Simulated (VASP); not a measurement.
A run of VASP 6.6.1 is set up as follows.

INCAR

```
SYSTEM = Al
PREC = Accurate
ENCUT = 520
EDIFF = 1E-6
ISMEAR = 0
SIGMA = 0.15
LREAL = .False.
LASPH = .True.
NELM = 60
ALGO = Normal
ISIF = 2
LWAVE = .False.
LCHARG = .False.
GGA = PS
IVDW = 12
NBANDS = 10
```

KPOINTS

```
Automatic mesh
0
Gamma
  18 18 10
  0 0 0
```

The input POSCAR:

```
Al
1.0
    2.6718325839      0.0000000000      0.0000000000
   -1.3359162919      2.3138748923      0.0000000000
    0.0000000000      0.0000000000      4.8668500000
Al
2
Direct
    0.6666666667      0.3333333333      0.7500000000
    0.3333333333      0.6666666667      0.2500000000
```

Potentials or basis: VASP PAW PBE potentials, release 64 (Al).

Run with:

```console
$ cat potpaw_PBE.64/Al/POTCAR > POTCAR
$ mpirun -np 1 vasp_std > vasp.out
```

Problem. Estimate the dispersion energy per atom.

Solution. -0.349 eV.

Problem. Estimate the band gap on the k mesh.

Solution. Zero (band 3 reaches 12.27 eV, above the bottom of band 4 at 5.90 eV).

Problem. Predict the pressure.

Solution. 5.6 GPa.

Stress tensor (GPa, compression positive):
```
 9.45  0.00  0.00
 0.00  9.45  0.00
 0.00  0.00 -2.25
```

Caveat: the cell differs from its parent crystal (strain -0.050 along x and y, +0.000 along z); the PAW data sets were made with another functional, which shifts forces and pressure a little; pairwise dispersion overbinds metals, which lowers pressure and volume.
